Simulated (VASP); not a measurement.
Crystal: Bi.

```
CELL_PARAMETERS angstrom
2.26225 1.30611 3.88261
-2.26225 1.30611 3.88261
0.00000 -2.61222 3.88261
ATOMIC_POSITIONS crystal
Bi 0.23683 0.23683 0.23683
Bi 0.76318 0.76318 0.76318
```

Base run:

```yaml
Program: VASP 6.6.1
Functional: PBEsol
Potentials_or_basis: VASP PAW PBE potentials, release 64 (Bi_d)
Cutoff: 520 eV
k_mesh: 8 × 8 × 8
Occupations: fermi-dirac, width 0.05 eV
Spin: no spin polarisation
```

Its results: band gap on the k mesh zero (bands 15 and 16 overlap by 0.20 eV); pressure -0.1 GPa; largest force 0.064 eV/Å.

**Question.** The run is repeated on the same cell with these changes: functional from PBEsol to r2SCAN. What comes out?

**Answer.** Band gap on the k mesh zero (bands 15 and 16 overlap by 0.18 eV); pressure 1.5 GPa; largest force 0.188 eV/Å.

Caveats: the PAW data sets were made with another functional, which shifts forces and pressure a little; spin-orbit coupling is left out, which moves the levels of the heavy elements.
